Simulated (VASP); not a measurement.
Input of a VASP 6.6.1 run:

The input INCAR:

```
PREC = Accurate
ENCUT = 520
EDIFF = 1E-6
ISMEAR = 0
SIGMA = 0.05
LREAL = F
LASPH = T
NELM = 100
ALGO = Normal
ISIF = 2
LWAVE = F
LCHARG = F
GGA = PE
NBANDS = 26
```

The input KPOINTS:

```
regular mesh
0
Gamma
  9 9 4
```

File POSCAR:

```
CuF
1.0
    2.7625361970      0.0000000000      0.0000000000
   -1.3812680985      2.3924265254      0.0000000000
    0.0000000000      0.0000000000      6.4019833364
Cu F
2 2
Direct
    0.0000000000      0.0000000000      0.0000000000
    0.0000000000      0.0000000000      0.5000000000
    0.3333333333      0.6666666667      0.2500000000
    0.6666666667      0.3333333333      0.7500000000
```

Potentials or basis: VASP PAW PBE potentials, release 64 (Cu, F).

Command:

```bash
$ cat potpaw_PBE.64/Cu/POTCAR potpaw_PBE.64/F/POTCAR > POTCAR
$ mpirun -np 1 vasp_std > vasp.out
```

Question: Estimate the pressure.

Answer: 6.2 GPa.

Question: Predict the band gap on the k mesh.

Answer: Zero (band 18 reaches 4.83 eV, above the bottom of band 19 at 4.41 eV).

Stress tensor (GPa, compression positive):
```
5.24 0.00 0.00
0.00 5.24 0.00
0.00 0.00 8.16
```

Caveat: semilocal functionals often make such compounds metallic where correlation or magnetic order opens a gap, which also shifts bond lengths. With open d or f shells a metallic result of PBE can be an artefact of self-interaction; +U or a hybrid may open a gap.
